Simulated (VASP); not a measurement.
# Cs (I4/mmm) in VASP: further runs

Runs on Cs. Level: PBE. Tasks: single point.

Everything below comes from runs of VASP 6.6.1. Logs are shortened: lines on timing, memory, paths and dates and some standing lists are left out, and cuts for length are marked.

### 1 The cell of the first run

It takes space group I4/mmm (No. 139, tetragonal). The conventional cell has a = 5.689 Å, b = 5.689 Å, c = 6.826 Å, α = 90.00°, β = 90.00°, γ = 90.00°.

### 2 Single point, PBE

File INCAR:

```
SYSTEM = Cs
PREC = Accurate ; ENCUT = 520
EDIFF = 1E-6 ; ISMEAR = 0
SIGMA = 0.15 ; LREAL = .False.
LASPH = .True. ; NELM = 60
ALGO = Fast ; ISIF = 2
LWAVE = .False. ; LCHARG = .False.
GGA = PE ; NBANDS = 10
```

File KPOINTS:

```
regular mesh
0
Gamma
  12 12 12
  0 0 0
```

File POSCAR:

```
Cs
1.0
   -2.8442813973      2.8442813973      3.4131376768
    2.8442813973     -2.8442813973      3.4131376768
    2.8442813973      2.8442813973     -3.4131376768
Cs
1
Direct
    0.0000000000      0.0000000000      0.0000000000
```

Potentials or basis: VASP PAW PBE potentials, release 64 (Cs_sv).

Command:

```sh
$ cat potpaw_PBE.64/Cs_sv/POTCAR > POTCAR
$ mpirun -np 1 vasp_std > vasp.out
```

OUTCAR:

```text
SYSTEM = Cs
   PREC = Accurate
   ENCUT = 520
   EDIFF = 1E-6
   ISMEAR = 0
   LREAL = .False.
   LASPH = .True.
   NELM = 60
   ISIF = 2
   GGA = PE

 ion  position               nearest neighbor table
   1  0.000  0.000  0.000-

  LATTYP: Found a body centered tetragonal cell.
 ALAT       =     5.6885627946
 C/A-ratio  =     1.2000000000

  Lattice vectors:

 A1 = (  -2.8442813973,   2.8442813973,   3.4131376768)
 A2 = (   2.8442813973,  -2.8442813973,   3.4131376768)
 A3 = (   2.8442813973,   2.8442813973,  -3.4131376768)

Analysis of symmetry for initial positions (statically):
=====================================================================
 Subroutine PRICEL returns:
 Original cell was already a primitive cell.

 Routine SETGRP: Setting up the symmetry group for a
 body centered tetragonal supercell.

 Subroutine GETGRP returns: Found 16 space group operations
 (whereof 16 operations were pure point group operations)
 out of a pool of 16 trial point group operations.

The static configuration has the point symmetry D_4h.

Analysis of symmetry for dynamics (positions and initial velocities):
=====================================================================
 Subroutine PRICEL returns:
 Original cell was already a primitive cell.

 Routine SETGRP: Setting up the symmetry group for a
 body centered tetragonal supercell.

 Subroutine GETGRP returns: Found 16 space group operations
 (whereof 16 operations were pure point group operations)
 out of a pool of 16 trial point group operations.

The dynamic configuration has the point symmetry D_4h.

 Subroutine INISYM returns: Found 16 space group operations
 (whereof 16 operations are pure point group operations),
 and found     1 'primitive' translations

----------------------------------------------------------------------------------------

                                     Primitive cell

  volume of cell :     110.4483

  direct lattice vectors                    reciprocal lattice vectors
    -2.844281397  2.844281397  3.413137677     0.000000000  0.175791327  0.146492772
     2.844281397 -2.844281397  3.413137677     0.175791327  0.000000000  0.146492772
     2.844281397  2.844281397 -3.413137677     0.175791327  0.175791327  0.000000000

  length of vectors
     5.275356115  5.275356115  5.275356115     0.228829025  0.228829025  0.248606478

  position of ions in fractional coordinates (direct lattice)
     0.000000000  0.000000000  0.000000000

  ion indices of the primitive-cell ions
   primitive index   ion index
                 1           1

----------------------------------------------------------------------------------------

 KPOINTS: regular mesh

Automatic generation of k-mesh.
 Grid dimensions read from file:
 generate k-points for:   12   12   12

 Generating k-lattice:

  Cartesian coordinates                     Fractional coordinates (reciprocal lattice)
     0.000000000  0.014649277  0.012207731     0.083333333  0.000000000  0.000000000
     0.014649277  0.000000000  0.012207731     0.000000000  0.083333333  0.000000000
     0.014649277  0.014649277  0.000000000     0.000000000  0.000000000  0.083333333

  Length of vectors
     0.019069085  0.019069085  0.020717207

  Shift w.r.t. Gamma in fractional coordinates (k-lattice)
     0.000000000  0.000000000  0.000000000

 Subroutine IBZKPT returns following result:
 ===========================================

 Found    163 irreducible k-points:

 Following reciprocal coordinates:
            Coordinates               Weight
  0.000000  0.000000  0.000000      1.000000
  0.083333 -0.000000  0.000000      8.000000
  0.166667 -0.000000  0.000000      8.000000
  0.250000 -0.000000  0.000000      8.000000
  0.333333 -0.000000  0.000000      8.000000
  0.416667 -0.000000  0.000000      8.000000
[... 16 lines left out ...]
  0.500000  0.166667  0.000000     16.000000
 -0.416667  0.166667  0.000000     16.000000
 [... further k-points ...]
   k-points           NKPTS =    163   k-points in BZ     NKDIM =    163   number of bands    NBANDS=     10
   number of dos      NEDOS =    301   number of ions     NIONS =      1
   total plane-waves  NPLWV =  64000
   dimension x,y,z NGX =    40 NGY =   40 NGZ =   40
   dimension x,y,z NGXF=    80 NGYF=   80 NGZF=   80
   ions per type =               1
   NGX,Y,Z   is equivalent  to a cutoff of  12.61, 12.61, 12.61 a.u.
   NGXF,Y,Z  is equivalent  to a cutoff of  25.21, 25.21, 25.21 a.u.
 SYSTEM =  Cs
   PREC   = accura    normal or accurate (medium, high low for compatibility)
   ISTART =      0    job   : 0-new  1-cont  2-samecut
   ICHARG =      2    charge: 1-file 2-atom 10-const
   ISPIN  =      1    spin polarized calculation?
   LNONCOLLINEAR =      F non collinear calculations
   LSORBIT =      F    spin-orbit coupling
   LASPH  =      T    aspherical Exc in radial PAW
   ENCUT  =  520.0 eV  38.22 Ry    6.18 a.u.   9.81  9.81  9.81*2*pi/ulx,y,z
   NELM   =     60;   NELMIN=  2; NELMDL= -5     # of ELM steps
   EDIFF  = 0.1E-05   stopping-criterion for ELM
   LREAL  =      F    real-space projection
   EDIFFG = 0.1E-04   stopping-criterion for IOM
   NSW    =      0    number of steps for IOM
   IBRION =     -1    ionic relax: 0-MD 1-quasi-New 2-CG
   NFREE  =      0    steps in history (QN), initial steepest desc. (CG)
   ISIF   =      2    stress and relaxation
   ISYM   =      2    0-nonsym 1-usesym 2-fastsym
   POTIM  = 0.5000    time-step for ionic-motion
   TEBEG  =    0.0;   TEEND  =   0.0 temperature during run
   PSTRESS=    0.0 pullay stress
   NELECT =       9.0000    total number of electrons
   NUPDOWN=      -1.0000    fix difference up-down
   EMIN   =  10.00;   EMAX   =-10.00  energy-range for DOS
   EFERMI =   0.00;   METHOD = LEGACY
   ISMEAR =     0;   SIGMA  =   0.15  broadening in eV -4-tet -1-fermi 0-gaus
   EFERMI_NEDOS =   21; number of points for ismear=-14 and -15
   IALGO  =     68    algorithm
   IMIX   =      4    mixing-type and parameters
     AMIX     =   0.40;   BMIX     =  1.00
     AMIX_MAG =   1.60;   BMIX_MAG =  1.00
  volume/ion in A,a.u.               =     110.45       745.34
  Fermi-wavevector in a.u.,A,eV,Ry     =   0.709746  1.341225  6.853782  0.503739
  Thomas-Fermi vector in A             =   1.796409
   LORBIT       =      0    0 simple, 1 ext, 2 COOP (PROOUT), +10 PAW based schemes
   GGA     = PE    functional components
   LHFCALC =     F    Hartree Fock is set to
   AEXX    =    0.0000 exact exchange contribution
   IVDW    =     0    specifies the selected vdW correction
   LEPSILON=     F    determine dielectric tensor
   LRPA    =     F    only Hartree local field effects (RPA)
 non-spin polarized calculation
 RMM-DIIS sequential band-by-band and
 Gauss-broadening in eV      SIGMA  =   0.15
  energy-cutoff  :      520.00
  volume of cell :      110.45
 maximum number of plane-waves:      2996
   NGX = 19   NGY = 19   NGZ = 19

 number of electron       9.0000002 magnetization

 Free energy of the ion-electron system (eV)
  ---------------------------------------------------
  ext. energy  EPLUGINS =         0.00000000
  ---------------------------------------------------
  free energy    TOTEN  =        -0.85456089 eV

  energy without entropy =       -0.83955867  energy(sigma->0) =       -0.84705978

 E-fermi :   0.5573     XC(G=0):  -5.5088

 val. band max:        0.5542248979   @ k =   0.5000   0.0833   0.0000
 cond. band min:       0.5608418417   @ k =   0.5000   0.2500   0.0833
 fundamental gap:      0.0066169438
 Fermi energy:         0.5573237219

 k-point     1 :       0.0000    0.0000    0.0000
  band No.  band energies     occupation
      1     -23.2763      2.00000
      2     -10.0142      2.00000
      3     -10.0142      2.00000
      4     -10.0125      2.00000
      5      -1.1623      2.00000
      6       2.9396      0.00000
      7       2.9396      0.00000
      8       3.4295      0.00000
      9       3.6249      0.00000
     10       4.3585      0.00000

 k-point     2 :       0.0833   -0.0000    0.0000
  band No.  band energies     occupation
      1     -23.2758      2.00000
      2     -10.0246      2.00000
      3     -10.0169      2.00000
      4     -10.0135      2.00000
      5      -1.0855      2.00000
      6       2.8645      0.00000
      7       2.9594      0.00000
      8       3.3802      0.00000
      9       3.5957      0.00000
     10       4.2712      0.00000

 k-point     3 :       0.1667   -0.0000    0.0000
  band No.  band energies     occupation
      1     -23.2744      2.00000
      2     -10.0543      2.00000
      3     -10.0240      2.00000
      4     -10.0144      2.00000
      5      -0.8632      2.00000
      6       2.5869      0.00000
      7       2.9404      0.00000
      8       3.3977      0.00000
      9       3.6395      0.00000
     10       4.1256      0.00000

 k-point     4 :       0.2500   -0.0000    0.0000
  band No.  band energies     occupation
      1     -23.2725      2.00000
      2     -10.0943      2.00000
      3     -10.0336      2.00000
      4     -10.0155      2.00000
      5      -0.5199      2.00000
      6       2.2153      0.00000
      7       2.8107      0.00000
      8       3.4609      0.00000
      9       3.9115      0.00000
     10       4.0894      0.00000
[... 222 lines left out ...]
 k-point    22 :       0.4167    0.1667    0.0000
  band No.  band energies     occupation
      1     -23.2680      2.00000
      2     -10.1578      2.00000
      3     -10.0717      2.00000
      4     -10.0292      2.00000
      5       0.7898      0.02839
      6       1.3703      0.00000
      7       2.2347      0.00000
      8       3.3574      0.00000
      9       4.4860      0.00000
     10       4.7936      0.00000

 k-point    23 :       0.5000    0.1667    0.0000
  band No.  band energies     occupation
      1     -23.2684      2.00000
      2     -10.1534      2.00000
      3     -10.0666      2.00000
      4     -10.0315      2.00000
      5       0.6135      0.59629
      6       1.4899      0.00000
      7       2.2748      0.00000
      8       3.3977      0.00000
      9       4.5181      0.00000
     10       4.7096      0.00000

 k-point    24 :      -0.4167    0.1667    0.0000
  band No.  band energies     occupation
      1     -23.2695      2.00000
      2     -10.1356      2.00000
      3     -10.0553      2.00000
      4     -10.0323      2.00000
      5       0.1940      1.99939
      6       1.7822      0.00000
      7       2.3458      0.00000
      8       3.4522      0.00000
      9       4.2707      0.00000
     10       4.6570      0.00000

 [... further k-points ...]

------------------------ aborting loop because EDIFF is reached ----------------------------------------

  FORCE on cell =-STRESS in cart. coord.  units (eV):
  Direction    XX          YY          ZZ          XY          YZ          ZX
  --------------------------------------------------------------------------------------
  -------------------------------------------------------------------------------------
  Total        0.0760254      0.0760254      0.0824625      0.0000000      0.0000000      0.0000000
  in kB        1.1028348      1.1028348      1.1962123      0.0000000      0.0000000      0.0000000
  external PRESSURE =       1.1339606 kB  Pullay stress =       0.0000000 kB

 VOLUME and BASIS-vectors are now :
 -----------------------------------------------------------------------------
  energy-cutoff  :      520.00
  volume of cell :      110.45
      direct lattice vectors                 reciprocal lattice vectors
    -2.844281397  2.844281397  3.413137677     0.000000000  0.175791327  0.146492772
     2.844281397 -2.844281397  3.413137677     0.175791327  0.000000000  0.146492772
     2.844281397  2.844281397 -3.413137677     0.175791327  0.175791327  0.000000000

 POSITION                                       TOTAL-FORCE (eV/Angst)
 -----------------------------------------------------------------------------------
      0.00000      0.00000      0.00000        -0.000000      0.000000      0.000000
 -----------------------------------------------------------------------------------
    total drift:                                0.000000      0.000000     -0.000000

  FREE ENERGIE OF THE ION-ELECTRON SYSTEM (eV)
  ---------------------------------------------------
  free  energy   TOTEN  =        -0.8545608917 eV

  energy  without entropy=       -0.8395586698  energy(sigma->0) =       -0.84705978
```

Run time: 77 s. Hardware: 1 thread of AMD EPYC 9R45 (Zen 5), shared host; peak memory 0.31 GiB.

Results:

| Item | Value |
| --- | --- |
| Free energy | -0.8546 eV |
| Pressure | 0.1 GPa |

Caveat: spin-orbit coupling is left out, which moves the levels of the heavy elements.

### 3 Single point, PBE

File INCAR:

```
SYSTEM = Cs
  ALGO = Fast
  EDIFF = 1E-7
  ENCUT = 520
  GGA = PE
  ISIF = 2
  ISMEAR = 0
  LASPH = .True.
  LCHARG = .False.
  LREAL = .False.
  LWAVE = .False.
  NBANDS = 10
  NELM = 60
  PREC = Accurate
  SIGMA = 0.15
```

File KPOINTS:

```
k-points
0
Gamma
  12 12 12
  0 0 0
```

File POSCAR:

```
Cs
1.0
   -3.2834830242      3.2834830242      2.5611167589
    3.2834830242     -3.2834830242      2.5611167589
    3.2834830242      3.2834830242     -2.5611167589
Cs
1
Direct
    0.0000000000      0.0000000000      0.0000000000
```

Potentials or basis: VASP PAW PBE potentials, release 64 (Cs_sv).

Command:

```sh
$ cat potpaw_PBE.64/Cs_sv/POTCAR > POTCAR
$ mpirun -np 1 vasp_std > vasp.out
```

It took 1.7 min on 1 thread of AMD EPYC 9R45 (Zen 5), shared host; peak memory 0.32 GiB.

Results (log left out):

- Free energy: -0.8397 eV
- Pressure: 0.2 GPa

Stress tensor (GPa, compression positive):
```
0.04 0.00 0.00
0.00 0.04 0.00
0.00 0.00 0.40
```

Levels at points of the mesh, in eV from the Fermi level:
| k point | band 1 | band 2 | band 3 | band 4 | band 5 | band 6 | band 7 | band 8 | band 9 |
| --- | --- | --- | --- | --- | --- | --- | --- | --- | --- |
| (0.00, 0.00, 0.00) | -23.86 | -10.60 | -10.60 | -10.58 | -1.73 | 1.86 | 2.56 | 3.09 | 3.09 |
| (0.50, 0.00, 0.00) | -23.85 | -10.77 | -10.65 | -10.62 | 0.14 | 1.18 | 1.34 | 3.19 | 4.30 |
| (0.50, 0.50, 0.00) | -23.85 | -10.75 | -10.61 | -10.59 | -0.19 | 0.59 | 2.51 | 2.56 | 3.33 |
| (0.50, 0.50, 0.50) | -23.85 | -10.72 | -10.72 | -10.64 | 0.41 | 0.75 | 2.46 | 2.46 | 4.53 |

Caveat: spin-orbit coupling is left out, which moves the levels of the heavy elements.

[end of part 1 of 2]
